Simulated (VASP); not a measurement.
Set up this calculation in VASP 6.6.1, as the native input.

| Property | Result |
| --- | --- |
| Task | single point |
| Functional | PBE |
| Potentials or basis | VASP PAW PBE potentials, release 64 (Mo_sv, S) |
| Cutoff | 520 eV |
| k mesh | 10 × 10 × 1 |
| Occupations | gaussian, width 0.1 eV |
| Spin | no spin polarisation |
| Dipole correction | yes |
| Further INCAR settings | ALGO = Normal; EDIFF = 1e-06; NBANDS = 32 |

The structure of Mo3S lies in POSCAR:

```
Mo3S
1.0
    2.7370454664      0.0000000000      0.0000000000
   -0.9123484888      2.5805112129      0.0000000000
    0.0000000000      0.0000000000     19.8082440452
Mo S
3 1
Direct
    0.5000000000      0.5000000000      0.2019361227
    0.0000000000      0.0000000000      0.3106875856
    0.5000000000      0.5000000000      0.4194336472
    0.6666666667      1.0000000000      0.5130211106
```

These files were run (other wordings do the same):

INCAR

```
  PREC = Accurate
  ENCUT = 520
  EDIFF = 1E-6
  ISMEAR = 0
  SIGMA = 0.1
  LREAL = False
  LASPH = True
  NELM = 80
  ALGO = Normal
  ISIF = 2
  LWAVE = False
  LCHARG = True
  LDIPOL = True
  IDIPOL = 3
  DIPOL = 0.5 0.5 0.361
  GGA = PE
  LELF = True
  LVHAR = True
  LVACPOTAV = True
  NBANDS = 32
```

KPOINTS

```
regular mesh
0
Gamma
  10 10 1
```

Potentials or basis: VASP PAW PBE potentials, release 64 (Mo_sv, S).

Run with:

```console
$ cat potpaw_PBE.64/Mo_sv/POTCAR potpaw_PBE.64/S/POTCAR > POTCAR
$ mpirun -np 1 vasp_std > vasp.out
```

It gave:

```
Largest force          : 1.347 eV/Å
Band gap on the k mesh : zero (band 24 reaches 3.80 eV, above the bottom of band 25 at 2.17 eV)
```

Run time: 11 min on 1 thread of AMD EPYC 7R13 Processor (Zen 3) (shared host), peak memory 0.31 GiB.
